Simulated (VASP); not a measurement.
Te2Mo, a slab with vacuum:

```
CELL_PARAMETERS angstrom
3.56023 0.00000 0.00000
-1.78012 3.08325 0.00000
0.00000 0.00000 17.52406
ATOMIC_POSITIONS crystal
Te 0.33333 0.66667 0.89786
Te 0.33333 0.66667 0.10214
Mo 0.00000 0.00000 0.00000
```

Program: VASP 6.6.1. Alike in all runs: task single point; potentials or basis VASP PAW PBE potentials, release 64 (Te, Mo_sv); no spin polarisation; cell as given; cutoff (eV) 500; smearing gaussian 0.1 eV.

Order these runs on this cell by their band gap on the k mesh, lowest first.
A. level PBE; k mesh 2 × 2 × 1
B. level PBE+U; U Mo d U = 5.3 eV; k mesh 2 × 2 × 2
C. level PBE+U; U Mo d U = 4.9 eV; k mesh 6 × 6 × 1

C (1.05 eV), A (1.62 eV), B (2.07 eV).

Caveats: some runs use coarse meshes; spin-orbit coupling is left out, which moves the levels of the heavy elements; the U is typed as a test and isn't derived for this compound (some runs).

A k mesh can miss the band edges.
